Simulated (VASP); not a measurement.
Runs of VASP 6.6.1 on TiCo. The structure is that of space group Pm-3m (No. 221), or close to it. The cells are those of the table. 

```csv
task,cell,k mesh,cutoff (eV),smearing,k mesh for the DOS,occupations for the DOS,gap on the mesh (eV),pressure (GPa),moment (μB)
relaxation of cell and atoms,"relaxed to 90 GPa from a = 2.692 Å, 2 atoms",16 × 16 × 16,600,gaussian 0.1 eV,-,-,none,90.0,0.00
single point,"a = 2.939 Å, 2 atoms",12 × 12 × 12,520,gaussian 0.15 eV,-,-,none,-0.3,0.65
single point,"a = 3.033 Å, 2 atoms",14 × 14 × 14,520,gaussian 0.1 eV,-,-,none,-14.1,(b)
density of states,"a = 2.939 Å, 2 atoms",14 × 14 × 14,520,gaussian 0.1 eV,21 × 21 × 21,tetrahedron,-,-,0.58
single point,"a = 2.934 Å, 2 atoms",6 × 6 × 6,520,gaussian 0.1 eV,-,-,none,-0.3,(a)
```

Alike in all rows: level PBEsol; potentials or basis VASP PAW PBE potentials, release 64 (Ti_sv, Co); spin collinear, ferromagnetic start.

Question: Fill in the values left out.

Answer: (a) 0.17; (b) 0.89.

Caveats: the PAW data sets were made with another functional, which shifts forces and pressure a little; the cell is relaxed towards a set pressure, so the enthalpy falls and the energy may rise (some runs); tetrahedron occupations give inexact forces and stress in metals (some runs).

A gap of «none» marks levels without a gap at the run's occupations.
